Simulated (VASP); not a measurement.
# Ni (P6_3/mmc) in VASP: further runs, part 2 of 2

VASP 6.6.1.

## 4. Single point, PBE, collinear spin, ferromagnetic start (volume scaled by 0.92)

INCAR reads:

```
ALGO = Normal ; EDIFF = 1E-7
ENCUT = 520 ; GGA = PE
ISIF = 2 ; ISMEAR = -1
ISPIN = 2 ; LASPH = True
LCHARG = False ; LMAXMIX = 4
LORBIT = 11 ; LREAL = False
LWAVE = False ; MAGMOM = 1 1
NBANDS = 21 ; NELM = 150
PREC = Accurate ; SIGMA = 0.08
```

KPOINTS reads:

```
k-points
0
Gamma
  17 17 10
```

POSCAR reads:

```
Ni
1.0
    2.4204274782      0.0000000000      0.0000000000
   -1.2102137391      2.0961516842      0.0000000000
    0.0000000000      0.0000000000      3.9675806380
Ni
2
Direct
    0.3333333333      0.6666666667      0.2500000000
    0.6666666667      0.3333333333      0.7500000000
```

Potentials or basis: VASP PAW PBE potentials, release 64 (Ni).

On the command line:

```sh
> cat potpaw_PBE.64/Ni/POTCAR > POTCAR
> mpirun -np 1 vasp_std > vasp.out
```

OUTCAR:

```text
EDIFF = 1E-7
   ENCUT = 520
   GGA = PE
   ISIF = 2
   ISMEAR = -1
   ISPIN = 2
   LASPH = True
   LORBIT = 11
   LREAL = False
   NELM = 150
   PREC = Accurate

 ion  position               nearest neighbor table
   1  0.333  0.667  0.250-   2 2.43   2 2.43   2 2.43   2 2.43   2 2.43   2 2.43
   2  0.667  0.333  0.750-   1 2.43   1 2.43   1 2.43   1 2.43   1 2.43   1 2.43

  LATTYP: Found a hexagonal cell.
 ALAT       =     2.4204274782
 C/A-ratio  =     1.6392065756

  Lattice vectors:

 A1 = (   2.4204274782,   0.0000000000,   0.0000000000)
 A2 = (  -1.2102137391,   2.0961516842,   0.0000000000)
 A3 = (   0.0000000000,   0.0000000000,   3.9675806380)

Analysis of symmetry for initial positions (statically):
=====================================================================
 Subroutine PRICEL returns:
 Original cell was already a primitive cell.

 Routine SETGRP: Setting up the symmetry group for a
 hexagonal supercell.

[... 776 lines left out ...]
      3       8.5854      1.00000
      4       8.6626      1.00000
      5       8.6626      1.00000
      6       8.9849      1.00000
[... 565 lines left out ...]
     20      39.8944      0.00000
     21      41.4501      0.00000

 [... further k-points ...]

------------------------ aborting loop because EDIFF is reached ----------------------------------------

  FORCE on cell =-STRESS in cart. coord.  units (eV):
  Direction    XX          YY          ZZ          XY          YZ          ZX
  --------------------------------------------------------------------------------------
  -------------------------------------------------------------------------------------
  Total        2.4673610      2.4673610      2.4588104      0.0000000      0.0000000      0.0000000
  in kB      196.3824739    196.3824740    195.7019135      0.0000000      0.0000000      0.0000000
  external PRESSURE =     196.1556205 kB  Pullay stress =       0.0000000 kB

 VOLUME and BASIS-vectors are now :
 -----------------------------------------------------------------------------
  energy-cutoff  :      520.00
  volume of cell :       20.13
      direct lattice vectors                 reciprocal lattice vectors
     2.420427478  0.000000000  0.000000000     0.413150160  0.238532356  0.000000000
    -1.210213739  2.096151684  0.000000000     0.000000000  0.477064712  0.000000000
     0.000000000  0.000000000  3.967580638     0.000000000  0.000000000  0.252042766

 POSITION                                       TOTAL-FORCE (eV/Angst)
 -----------------------------------------------------------------------------------
     -0.00000      1.39743      0.99190         0.000000     -0.000000      0.000000
      1.21021      0.69872      2.97569        -0.000000      0.000000      0.000000
 -----------------------------------------------------------------------------------
    total drift:                                0.000000     -0.000000     -0.000000

  FREE ENERGIE OF THE ION-ELECTRON SYSTEM (eV)
  ---------------------------------------------------
  free  energy   TOTEN  =       -10.8344797769 eV

  energy  without entropy=      -10.7554040257  energy(sigma->0) =      -10.79494190

 total charge

# of ion       s       p       d       tot
------------------------------------------
    1        0.532   0.571   8.358   9.461
    2        0.532   0.571   8.358   9.461
--------------------------------------------------
tot          1.063   1.142  16.717  18.922

 magnetization (x)

# of ion       s       p       d       tot
------------------------------------------
    1       -0.005  -0.024   0.644   0.614
    2       -0.005  -0.024   0.644   0.614
--------------------------------------------------
tot         -0.009  -0.049   1.287   1.229
```

Wall time 1.9 min (1 thread of Intel Xeon 6975P-C, shared host); peak memory 0.23 GiB.

What came out:

```
Free energy                                           : -10.8345 eV
Pressure                                              : 19.6 GPa
Net moment                                            : 1.22 μB per cell
Site moments                                          : Ni +0.61 μB
Valence electrons inside the program's atomic spheres : Ni 9.46
```

Caveat: the cell differs from its parent crystal (volume scaled by 0.92).

## 5. Single point, PBE, collinear spin, ferromagnetic start

This run uses another cell than the first one, of 10.94 Å³/atom, 1.190 times its volume.

INCAR reads:

```
SYSTEM = Ni
  PREC = Accurate
  ENCUT = 520
  EDIFF = 1E-7
  ISMEAR = -1
  SIGMA = 0.08
  LREAL = .FALSE.
  LASPH = .TRUE.
  NELM = 150
  ALGO = Normal
  ISIF = 2
  LWAVE = .FALSE.
  LCHARG = .FALSE.
  ISPIN = 2
  MAGMOM = 1 1
  LORBIT = 11
  LMAXMIX = 4
  GGA = PE
  NBANDS = 21
```

KPOINTS reads:

```
Automatic mesh
0
G
  17 17 10
  0 0 0
```

POSCAR reads:

```
Ni
1.0
    2.4886441351      0.0000000000      0.0000000000
   -1.2443220675      2.1552290420      0.0000000000
    0.0000000000      0.0000000000      4.0794018305
Ni
2
Direct
    0.3333333333      0.6666666667      0.2500000000
    0.6666666667      0.3333333333      0.7500000000
```

On the command line:

```sh
> cat potpaw_PBE.64/Ni/POTCAR > POTCAR
> mpirun -np 1 vasp_std > vasp.out
```

Wall time 2.1 min (1 thread of Intel Xeon 6975P-C, shared host); peak memory 0.24 GiB.

Results (log left out):

* Free energy: -10.9329 eV
* Pressure: -0.1 GPa
* Net moment: 1.28 μB per cell
* Site moments: Ni +0.65 μB
* Valence electrons inside the program's atomic spheres: Ni 9.30

Stress tensor (GPa, compression positive):
```
-0.02  0.00  0.00
 0.00 -0.02  0.00
 0.00  0.00 -0.12
```

Levels at points of the mesh, in eV from the Fermi level:
Spin up:
```
           k point  band 9  band 10  band 11  band 12  band 13  band 14
(0.00, 0.00, 0.00)   -1.67    -0.73    -0.73    -0.34     5.56    22.56
(0.00, 0.00, 0.50)   -1.01    -1.01    -1.01    -1.01    14.25    14.25
```
Spin down:
```
           k point  band 5  band 6  band 7  band 8  band 9  band 10  band 11  band 12  band 13  band 14
(0.00, 0.00, 0.00)   -1.65   -1.37   -1.37   -0.98   -0.98    -0.40     0.00     0.00     5.97    22.42
(0.00, 0.00, 0.50)   -1.70   -1.70   -1.70   -1.70   -0.29    -0.29    -0.29    -0.29    14.39    14.39
```

## 6. Relaxation of shape and atoms at fixed volume, PBE, collinear spin, ferromagnetic start

This run uses another cell than the first one, of 7.44 Å³/atom, 0.810 times its volume.

INCAR reads:

```
PREC     = Accurate       # precision mode
ENCUT    = 600            # plane-wave cutoff, eV
EDIFF    = 1E-7           # SCF threshold, eV
ISMEAR   = -1             # smearing method
SIGMA    = 0.08           # smearing width, eV
LREAL    = False          # projectors in reciprocal space
LASPH    = True           # aspherical terms in the spheres
NELM     = 150            # most SCF steps
ALGO     = Normal         # electronic algorithm
ISIF     = 4              # what is computed and relaxed
LWAVE    = False          # write WAVECAR
LCHARG   = False          # write CHGCAR
ISPIN    = 2              # spin polarisation
MAGMOM   = 1 1            # initial moments
LORBIT   = 11             # projections on sites
LMAXMIX  = 4              # l up to which the mixer works
GGA      = PE             # functional
IBRION   = 2              # ionic algorithm
NSW      = 50             # ionic steps
EDIFFG   = -0.005         # ionic threshold
```

KPOINTS reads:

```
Automatic mesh
0
Gamma
  17 17 10
```

POSCAR reads:

```
Ni
1.0
    2.1884288753      0.0000000000      0.0000000000
   -1.0942144377      1.8952350004      0.0000000000
    0.0000000000      0.0000000000      3.5872870026
Ni
2
Direct
    0.3333333333      0.6666666667      0.2500000000
    0.6666666667      0.3333333333      0.7500000000
```

Potentials or basis: VASP PAW PBE potentials, release 64 (Ni).

On the command line:

```sh
> cat potpaw_PBE.64/Ni/POTCAR > POTCAR
> mpirun -np 1 vasp_std > vasp.out
```

Run time: 3.4 min. Hardware: 1 thread of Intel Xeon Platinum 8259CL at 2.50GHz (Skylake/Cascade Lake), shared host; peak memory 0.2 GiB.

It converged, with:

```
Free energy               : -8.0839 eV
Energy gained by relaxing : 0.0 meV/atom
Ionic steps               : 3
Pressure after relaxing   : 189.5 GPa
Net moment                : 1.00 μB per cell
Site moments              : Ni +0.48 μB
```

Final structure:
```
Ni
1.0
     2.18719    0.00000    0.00000
    -1.09360    1.89417    0.00000
     0.00000    0.00000    3.59134
Ni
2
Direct
  0.33333 0.66667 0.25000
  0.66667 0.33333 0.75000
```

Levels at points of the mesh, in eV from the Fermi level:
Spin up:
```
           k point  band 7  band 8  band 9  band 10  band 11  band 12  band 13  band 14
(0.00, 0.00, 0.00)   -3.05   -2.33   -2.33    -1.08    -0.66    -0.66     8.99    25.72
(0.00, 0.00, 0.50)   -3.61   -3.61   -1.15    -1.15    -1.15    -1.15    18.69    18.69
```
Spin down:
```
           k point  band 8  band 9  band 10  band 11  band 12  band 13
(0.00, 0.00, 0.00)   -1.78   -1.78    -1.08    -0.08    -0.08     9.35
(0.00, 0.00, 0.50)   -3.09   -0.57    -0.57    -0.57    -0.57    18.84
```

## 7. Relaxation of shape and atoms at fixed volume, PBE, collinear spin, ferromagnetic start

This run uses another cell than the first one, of 8.31 Å³/atom, 0.905 times its volume.

INCAR reads:

```
SYSTEM = Ni
PREC     = Accurate       ! precision mode
ENCUT    = 600            ! plane-wave cutoff, eV
EDIFF    = 1E-6           ! SCF threshold, eV
ISMEAR   = -1             ! smearing method
SIGMA    = 0.08           ! smearing width, eV
LREAL    = .False.        ! projectors in reciprocal space
LASPH    = .True.         ! aspherical terms in the spheres
NELM     = 150            ! most SCF steps
ALGO     = Normal         ! electronic algorithm
ISIF     = 4              ! what is computed and relaxed
LWAVE    = .False.        ! write WAVECAR
LCHARG   = .False.        ! write CHGCAR
ISPIN    = 2              ! spin polarisation
MAGMOM   = 1 1            ! initial moments
LORBIT   = 11             ! projections on sites
LMAXMIX  = 4              ! l up to which the mixer works
GGA      = PE             ! functional
IBRION   = 2              ! ionic algorithm
NSW      = 50             ! ionic steps
EDIFFG   = -0.005         ! ionic threshold
```

KPOINTS reads:

```
Automatic mesh
0
Gamma
  17 17 10
  0 0 0
```

POSCAR reads:

```
Ni
1.0
    2.2710881765      0.0000000000      0.0000000000
   -1.1355440882      1.9668200551      0.0000000000
    0.0000000000      0.0000000000      3.7227826726
Ni
2
Direct
    0.3333333333      0.6666666667      0.2500000000
    0.6666666667      0.3333333333      0.7500000000
```

On the command line:

```sh
> cat potpaw_PBE.64/Ni/POTCAR > POTCAR
> mpirun -np 1 vasp_std > vasp.out
```

Wall time 3.4 min (1 thread of Intel Xeon Platinum 8259CL at 2.50GHz (Skylake/Cascade Lake), shared host); peak memory 0.2 GiB.

Results (log left out):

| Property | Result |
| --- | --- |
| Free energy | -9.6411 eV |
| Energy gained by relaxing | 0.0 meV/atom |
| Ionic steps | 3 |
| Pressure after relaxing | 102.9 GPa |
| Net moment | 1.07 μB per cell |
| Site moments | Ni +0.52 μB |
| Valence electrons inside the program's atomic spheres | Ni 9.94 |

Stress tensor (GPa, compression positive):
```
102.97   0.00   0.00
  0.00 102.97   0.00
  0.00   0.00 102.89
```

Final structure:
```
Ni
1.0
     2.27015    0.00000    0.00000
    -1.13507    1.96601    0.00000
     0.00000    0.00000    3.72586
Ni
2
Direct
  0.33333 0.66667 0.25000
  0.66667 0.33333 0.75000
```

Levels at points of the mesh, in eV from the Fermi level:
Spin up:
```
           k point  band 8  band 9  band 10  band 11  band 12  band 13
(0.00, 0.00, 0.00)   -2.08   -2.08    -0.88    -0.67    -0.67     7.85
(0.00, 0.00, 0.50)   -3.16   -1.09    -1.09    -1.09    -1.09    17.30
```
Spin down:
| k point | band 8 | band 9 | band 10 | band 11 | band 12 | band 13 |
| --- | --- | --- | --- | --- | --- | --- |
| (0.00, 0.00, 0.00) | -1.50 | -1.50 | -0.89 | -0.05 | -0.05 | 8.22 |
| (0.00, 0.00, 0.50) | -2.60 | -0.47 | -0.47 | -0.47 | -0.47 | 17.45 |

## 8. The runs side by side

```csv
task,cell,cutoff (eV),gap on the mesh (eV),pressure (GPa),moment (μB)
single point,"a = 2.348, b = 2.348, c = 3.849 Å, angles 90.0, 90.0, 120.0°, 2 atoms",520,none,51.2,1.15
single point,"a = 2.420, b = 2.420, c = 3.968 Å, angles 90.0, 90.0, 120.0°, 2 atoms",520,none,19.6,1.22
single point,"a = 2.489, b = 2.489, c = 4.079 Å, angles 90.0, 90.0, 120.0°, 2 atoms",520,none,-0.1,1.28
relaxation of shape and atoms at fixed volume,"relaxed from a = 2.188, b = 2.188, c = 3.587 Å, angles 90.0, 90.0, 120.0°, 2 atoms",600,none,189.5,1.00
relaxation of shape and atoms at fixed volume,"relaxed from a = 2.271, b = 2.271, c = 3.723 Å, angles 90.0, 90.0, 120.0°, 2 atoms",600,none,102.9,1.07
```

Alike in all rows: level PBE; potentials or basis VASP PAW PBE potentials, release 64 (Ni); spin collinear, ferromagnetic start; k mesh 17 × 17 × 10; smearing fermi-dirac 0.08 eV.

Absolute energies hang on the potentials; compare differences alone.
